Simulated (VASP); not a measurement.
TaCo3, 4 atoms in the cell. The structure is cubic, space group Pm-3m (No. 221). The conventional cell has a = 3.619 Å, b = 3.619 Å, c = 3.619 Å, α = 90.00°, β = 90.00°, γ = 90.00°. Within 3.4 Å of Ta (site symmetry m-3m) lie 12 Co at 2.56 Å. Within 3.4 Å of Co (site symmetry 4/mmm) lie 4 Ta at 2.56 Å and 8 Co at 2.56 Å. 

| Quantity | Value |
| --- | --- |
| Program | VASP 6.6.1 |
| Task | single point |
| Functional | r2SCAN |
| Potentials or basis | VASP PAW PBE potentials, release 64 (Ta_pv, Co) |
| Cutoff | 520 eV |
| k mesh | 6 × 6 × 6 |
| Occupations | fermi-dirac, width 0.05 eV |
| Spin | collinear spin, ferromagnetic start |
| Starting moments | [0.0, 2.5, 2.5, 2.5] μB |
| Dipole correction | no |
| Further INCAR settings | ALGO = Normal; EDIFF = 1e-06; NBANDS = 31 |

Potentials or basis: VASP PAW PBE potentials, release 64 (Ta_pv, Co).

Command:

```sh
$ cat potpaw_PBE.64/Ta_pv/POTCAR potpaw_PBE.64/Co/POTCAR > POTCAR
$ cp INCAR.step1 INCAR
$ mpirun -np 1 vasp_std > vasp.out
$ cp INCAR.step2 INCAR
$ mpirun -np 1 vasp_std > vasp.out
```

Hardware: 1 thread of Intel(R) Xeon(R) Platinum 8488C (Sapphire Rapids), on a shared host.

Estimate the wall time of this run.

Wall time 3.2 min on 1 thread of Intel(R) Xeon(R) Platinum 8488C (Sapphire Rapids), with other jobs on the host, peak memory 0.21 GiB. Counts: k points 20.
